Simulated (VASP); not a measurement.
Wanted: the native input for a VASP 6.6.1 run.

| Property | Result |
| --- | --- |
| Task | single point |
| Functional | PBE |
| Potentials or basis | VASP PAW PBE potentials, release 64 (Sn_d, Se) |
| Cutoff | 500 eV |
| k mesh | 8 × 8 × 8 |
| Occupations | fermi-dirac, width 0.02 eV |
| Spin | no spin polarisation |
| Dipole correction | no |
| Further INCAR settings | ALGO = Normal; EDIFF = 1e-06; NBANDS = 17 |

The structure of SnSe lies in POSCAR:

```
SnSe
1.0
    0.0000000000      2.9120497591      2.9120497591
    2.9120497591      0.0000000000      2.9120497591
    2.9120497591      2.9120497591      0.0000000000
Sn Se
1 1
Direct
    0.0000000000      0.0000000000      0.0000000000
    0.5000000000      0.5000000000      0.5000000000
```

This cell differs from its parent crystal: strain -3.0%.

One way to write it, as run:

INCAR

```
SYSTEM = SnSe
  PREC = Accurate
  ENCUT = 500
  EDIFF = 1E-6
  ISMEAR = -1
  SIGMA = 0.02
  LREAL = .False.
  LASPH = .True.
  NELM = 120
  ALGO = Normal
  ISIF = 2
  LWAVE = .False.
  LCHARG = .True.
  GGA = PE
  LELF = .True.
  LVHAR = .True.
  NBANDS = 17
  GGA_COMPAT = .False.
```

KPOINTS

```
regular mesh
0
Gamma
  8 8 8
  0 0 0
```

Potentials or basis: VASP PAW PBE potentials, release 64 (Sn_d, Se).

Run with:

```console
$ cat potpaw_PBE.64/Sn_d/POTCAR potpaw_PBE.64/Se/POTCAR > POTCAR
$ mpirun -np 1 vasp_std > vasp.out
```

It gave:

* Pressure: 7.4 GPa
* Band gap on the k mesh: 0.74 eV (least direct gap 0.95 eV)

Caveat: the cell differs from its parent crystal (strain -3.0%); the cell stands under pressure; spin-orbit coupling is left out, which moves the levels of the heavy elements.

Run time: 32 s on 1 thread of Intel Xeon 8259CL (shared host), peak memory 0.18 GiB.
